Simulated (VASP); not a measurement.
# MgO (Periclase) in VASP: notebook, part 2 of 2

VASP 6.6.1.

## 3. Single point, PBEsol

The input, INCAR:

```
SYSTEM = MgO
PREC = Accurate
ENCUT = 600
EDIFF = 1E-6
ISMEAR = -1
SIGMA = 0.01
LREAL = .False.
LASPH = .True.
NELM = 120
ALGO = Normal
ISIF = 2
LWAVE = .False.
LCHARG = .False.
GGA = PS
NBANDS = 11
GGA_COMPAT = .False.
```

The input, KPOINTS:

```
Automatic mesh
0
Gamma
  3 3 3
  0 0 0
```

The input, POSCAR:

```
MgO
1.0
    0.0000000000      2.1085000000      2.1085000000
    2.1085000000      0.0000000000      2.1085000000
    2.1085000000      2.1085000000      0.0000000000
Mg O
1 1
Direct
    0.0000000000      0.0100000000      0.0000000000
    0.5000000000      0.5000000000      0.5000000000
```

Potentials or basis: VASP PAW PBE potentials, release 64 (Mg, O).

Launch:

```console
> cat potpaw_PBE.64/Mg/POTCAR potpaw_PBE.64/O/POTCAR > POTCAR
> mpirun -np 1 vasp_std > vasp.out
```

Wall time 3 s (1 thread of Intel Xeon 6975P-C, shared host); peak memory 0.13 GiB.

It converged, with:

| Property | Result |
| --- | --- |
| Free energy | -12.4168 eV |
| Pressure | -0.5 GPa |
| Largest force | 0.155 eV/Å |
| Band gap on the k mesh | 4.55 eV, direct |

Forces on the atoms (eV/Å):
```
Mg  -0.110  0.000 -0.110
O    0.110  0.000  0.110
```

Stress tensor (GPa, compression positive):
```
-0.43  0.00 -0.02
 0.00 -0.59  0.00
-0.02  0.00 -0.43
```

Levels at points of the mesh, in eV from the valence-band top:
| k point | band 1 | band 2 | band 3 | band 4 | band 5 | band 6 | band 7 | band 8 |
| --- | --- | --- | --- | --- | --- | --- | --- | --- |
| (0.00, 0.00, 0.00) | -17.20 | 0.00 | 0.00 | 0.00 | 4.55 | 15.54 | 15.54 | 15.55 |

Caveat: the k points lie up to 0.86 Å⁻¹ apart; the PAW data sets were made with another functional, which shifts forces and pressure a little.

## 4. Single point, PBEsol

The input, INCAR:

```
  PREC = Accurate
  ENCUT = 600
  EDIFF = 1E-6
  ISMEAR = -1
  SIGMA = 0.01
  LREAL = False
  LASPH = True
  NELM = 120
  ALGO = Normal
  ISIF = 2
  LWAVE = False
  LCHARG = False
  GGA = PS
  NBANDS = 11
  GGA_COMPAT = False
```

The input, KPOINTS:

```
regular mesh
0
Gamma
  3 3 3
```

POSCAR: that of step 3 with these lines changed.

```diff
@@ -8,3 +8,3 @@
 Direct
-    0.0000000000      0.0100000000      0.0000000000
+    0.0000000000      0.0200000000      0.0000000000
     0.5000000000      0.5000000000      0.5000000000
```

Potentials or basis: VASP PAW PBE potentials, release 64 (Mg, O).

Launch:

```console
> cat potpaw_PBE.64/Mg/POTCAR potpaw_PBE.64/O/POTCAR > POTCAR
> mpirun -np 1 vasp_std > vasp.out
```

OUTCAR:

```text
PREC = Accurate
   ENCUT = 600
   EDIFF = 1E-6
   ISMEAR = -1
   LREAL = False
   LASPH = True
   NELM = 120
   ISIF = 2
   GGA = PS

 ion  position               nearest neighbor table
   1  0.000  0.020  0.000-   2 2.07   2 2.07   2 2.11   2 2.11   2 2.15   2 2.15
   2  0.500  0.500  0.500-   1 2.07   1 2.07   1 2.11   1 2.11   1 2.15   1 2.15

  LATTYP: Found a face centered cubic cell.
 ALAT       =     4.2170000000

  Lattice vectors:

[... 278 lines left out ...]

------------------------ aborting loop because EDIFF is reached ----------------------------------------

  FORCE on cell =-STRESS in cart. coord.  units (eV):
  Direction    XX          YY          ZZ          XY          YZ          ZX
  --------------------------------------------------------------------------------------
  -------------------------------------------------------------------------------------
  Total       -0.0032006     -0.0765607     -0.0032006      0.0000000      0.0000000     -0.0108422
  in kB       -0.2735240     -6.5428276     -0.2735240      0.0000000      0.0000000     -0.9265709
  external PRESSURE =      -2.3632919 kB  Pullay stress =       0.0000000 kB

 VOLUME and BASIS-vectors are now :
 -----------------------------------------------------------------------------
  energy-cutoff  :      600.00
  volume of cell :       18.75
      direct lattice vectors                 reciprocal lattice vectors
     0.000000000  2.108500000  2.108500000    -0.237135404  0.237135404  0.237135404
     2.108500000  0.000000000  2.108500000     0.237135404 -0.237135404  0.237135404
     2.108500000  2.108500000  0.000000000     0.237135404  0.237135404 -0.237135404

 POSITION                                       TOTAL-FORCE (eV/Angst)
 -----------------------------------------------------------------------------------
      0.04217      0.00000      0.04217        -0.220006      0.000000     -0.220006
      2.10850      2.10850      2.10850         0.220006     -0.000000      0.220006
 -----------------------------------------------------------------------------------
    total drift:                                0.000184      0.000000      0.000184

  FREE ENERGIE OF THE ION-ELECTRON SYSTEM (eV)
  ---------------------------------------------------
  free  energy   TOTEN  =       -12.4098966404 eV

  energy  without entropy=      -12.4098966404  energy(sigma->0) =      -12.40989664
```

Run time: 2.8 s. Hardware: 1 thread of Intel Xeon 6975P-C, shared host; peak memory 0.13 GiB.

Results:

* Free energy: -12.4099 eV
* Pressure: -0.2 GPa
* Largest force: 0.311 eV/Å
* Band gap on the k mesh: 4.55 eV, direct

Forces in eV/Å, atoms in the order of the input:
```
Mg  -0.220  0.000 -0.220
O    0.220  0.000  0.220
```

Stress tensor (GPa, compression positive):
```
-0.03  0.00 -0.09
 0.00 -0.65  0.00
-0.09  0.00 -0.03
```

Levels at points of the mesh, in eV from the valence-band top:
```tsv
k point	band 1	band 2	band 3	band 4	band 5	band 6	band 7	band 8
(0.00, 0.00, 0.00)	-17.20	-0.01	0.00	0.00	4.55	15.54	15.56	15.56
```

Caveat: the k points lie up to 0.86 Å⁻¹ apart; the PAW data sets were made with another functional, which shifts forces and pressure a little.

## 5. Single point, PBEsol

The input, INCAR:

```
PREC = Accurate
ENCUT = 600
EDIFF = 1E-6
ISMEAR = -1
SIGMA = 0.01
LREAL = False
LASPH = True
NELM = 120
ALGO = Normal
ISIF = 2
LWAVE = False
LCHARG = False
GGA = PS
NBANDS = 11
GGA_COMPAT = False
```

KPOINTS is that of step 4.

POSCAR: that of step 4 with these lines changed.

```diff
@@ -8,3 +8,3 @@
 Direct
-    0.0000000000      0.0200000000      0.0000000000
+    0.0000000000      0.0300000000      0.0000000000
     0.5000000000      0.5000000000      0.5000000000
```

Launch:

```console
> cat potpaw_PBE.64/Mg/POTCAR potpaw_PBE.64/O/POTCAR > POTCAR
> mpirun -np 1 vasp_std > vasp.out
```

Wall time 3.1 s (1 thread of Intel Xeon 6975P-C, shared host); peak memory 0.14 GiB.

The run converged. Its results:

| Item | Value |
| --- | --- |
| Free energy | -12.3983 eV |
| Pressure | 0.2 GPa |
| Largest force | 0.470 eV/Å |
| Band gap on the k mesh | 4.55 eV, direct |

Forces on the atoms (eV/Å):
```
Mg  -0.332  0.000 -0.332
O    0.332  0.000  0.332
```

Stress tensor (GPa, compression positive):
```
 0.67  0.00 -0.21
 0.00 -0.74  0.00
-0.21  0.00  0.67
```

Levels at points of the mesh, in eV from the valence-band top:
```tsv
k point	band 1	band 2	band 3	band 4	band 5	band 6	band 7	band 8
(0.00, 0.00, 0.00)	-17.20	-0.01	0.00	0.00	4.55	15.54	15.58	15.59
```

Caveat: the k points lie up to 0.86 Å⁻¹ apart; the PAW data sets were made with another functional, which shifts forces and pressure a little.

## 6. Single point, PBEsol

The input, INCAR:

```
  PREC = Accurate
  ENCUT = 600
  EDIFF = 1E-6
  ISMEAR = -1
  SIGMA = 0.01
  LREAL = False
  LASPH = True
  NELM = 120
  ALGO = Normal
  ISIF = 2
  LWAVE = False
  LCHARG = False
  GGA = PS
  NBANDS = 11
  GGA_COMPAT = False
```

KPOINTS is that of step 5.

POSCAR: that of step 5 with these lines changed.

```diff
@@ -8,3 +8,3 @@
 Direct
-    0.0000000000      0.0300000000      0.0000000000
+    0.0000000000      0.0400000000      0.0000000000
     0.5000000000      0.5000000000      0.5000000000
```

Potentials or basis: VASP PAW PBE potentials, release 64 (Mg, O).

Launch:

```console
> cat potpaw_PBE.64/Mg/POTCAR potpaw_PBE.64/O/POTCAR > POTCAR
> mpirun -np 1 vasp_std > vasp.out
```

OUTCAR:

```text
PREC = Accurate
   ENCUT = 600
   EDIFF = 1E-6
   ISMEAR = -1
   LREAL = False
   LASPH = True
   NELM = 120
   ISIF = 2
   GGA = PS

 ion  position               nearest neighbor table
   1  0.000  0.040  0.000-   2 2.03   2 2.03   2 2.11   2 2.11   2 2.19   2 2.19
   2  0.500  0.500  0.500-   1 2.03   1 2.03   1 2.11   1 2.11   1 2.19   1 2.19

  LATTYP: Found a face centered cubic cell.
 ALAT       =     4.2170000000

  Lattice vectors:

 A1 = (   0.0000000000,   2.1085000000,   2.1085000000)
 A2 = (   2.1085000000,   0.0000000000,   2.1085000000)
 A3 = (   2.1085000000,   2.1085000000,   0.0000000000)

Analysis of symmetry for initial positions (statically):
=====================================================================
 Subroutine PRICEL returns:
 Original cell was already a primitive cell.

 Routine SETGRP: Setting up the symmetry group for a
 face centered cubic supercell.

 Subroutine GETGRP returns: Found  4 space group operations
 (whereof  4 operations were pure point group operations)
 out of a pool of 48 trial point group operations.

[... 153 lines left out ...]
      1     -14.0821      2.00000
      2       3.0887      2.00000
      3       3.1104      2.00000
      4       3.1121      2.00000
      5       7.6595      0.00000
      6      18.6595      0.00000
      7      18.7204      0.00000
      8      18.7486      0.00000
      9      22.4685      0.00000
     10      24.3947      0.00000
     11      24.4125      0.00000
[... 85 lines left out ...]
 k-point     8 :      -0.3333    0.3333   -0.3333
  band No.  band energies     occupation
      1     -12.5357      2.00000
      2      -0.1628      2.00000
      3      -0.0095      2.00000
      4       2.0820      2.00000
      5      13.1952      0.00000
      6      15.1384      0.00000
      7      15.4188      0.00000
      8      20.6390      0.00000
      9      21.7977      0.00000
     10      26.0428      0.00000
     11      30.3687      0.00000

------------------------ aborting loop because EDIFF is reached ----------------------------------------

  FORCE on cell =-STRESS in cart. coord.  units (eV):
  Direction    XX          YY          ZZ          XY          YZ          ZX
  --------------------------------------------------------------------------------------
  -------------------------------------------------------------------------------------
  Total        0.1903556     -0.1026085      0.1903556     -0.0000000      0.0000000     -0.0457522
  in kB       16.2676729     -8.7688618     16.2676729     -0.0000000      0.0000000     -3.9099542
  external PRESSURE =       7.9221613 kB  Pullay stress =       0.0000000 kB

 VOLUME and BASIS-vectors are now :
 -----------------------------------------------------------------------------
  energy-cutoff  :      600.00
  volume of cell :       18.75
      direct lattice vectors                 reciprocal lattice vectors
     0.000000000  2.108500000  2.108500000    -0.237135404  0.237135404  0.237135404
     2.108500000  0.000000000  2.108500000     0.237135404 -0.237135404  0.237135404
     2.108500000  2.108500000  0.000000000     0.237135404  0.237135404 -0.237135404

 POSITION                                       TOTAL-FORCE (eV/Angst)
 -----------------------------------------------------------------------------------
      0.08434      0.00000      0.08434        -0.447456      0.000000     -0.447456
      2.10850      2.10850      2.10850         0.447456     -0.000000      0.447456
 -----------------------------------------------------------------------------------
    total drift:                               -0.000024      0.000000     -0.000024

  FREE ENERGIE OF THE ION-ELECTRON SYSTEM (eV)
  ---------------------------------------------------
  free  energy   TOTEN  =       -12.3818422925 eV

  energy  without entropy=      -12.3818422925  energy(sigma->0) =      -12.38184229
```

stdout:

```text
POSCAR found type information on POSCAR MgO
 POSCAR found :  2 types and       2 ions
 scaLAPACK will be used
 -----------------------------------------------------------------------------
|                                                                             |
|                                                                             |
|     You enforced a specific xc type in the INCAR file but a different       |
|     I HOPE YOU KNOW WHAT YOU ARE DOING!                                     |
|                                                                             |
 -----------------------------------------------------------------------------

 LDA part: xc-table for (Slater+PW92), standard interpolation
 POSCAR, INCAR and KPOINTS ok, starting setup
 FFT: planning ... GRIDC
 FFT: planning ... GRID_SOFT
 FFT: planning ... GRID
 WAVECAR not read
 entering main loop
```

Run time: 3.2 s. Hardware: 1 thread of Intel Xeon 6975P-C, shared host; peak memory 0.13 GiB.

What came out:

```
Free energy            : -12.3818 eV
Pressure               : 0.8 GPa
Largest force          : 0.633 eV/Å
Band gap on the k mesh : 4.55 eV, direct
```

Forces in eV/Å, atoms in the order of the input:
```
Mg  -0.447  0.000 -0.447
O    0.447  0.000  0.447
```

Levels at points of the mesh, in eV from the valence-band top:
| k point | band 1 | band 2 | band 3 | band 4 | band 5 | band 6 | band 7 | band 8 | band 9 |
| --- | --- | --- | --- | --- | --- | --- | --- | --- | --- |
| (0.00, 0.00, 0.00) | -17.19 | -0.02 | 0.00 | 0.00 | 4.55 | 15.55 | 15.61 | 15.64 | 19.36 |

Caveat: the k points lie up to 0.86 Å⁻¹ apart; the PAW data sets were made with another functional, which shifts forces and pressure a little. Expect the measured gap to be larger: semilocal functionals such as PBEsol lack the derivative discontinuity.
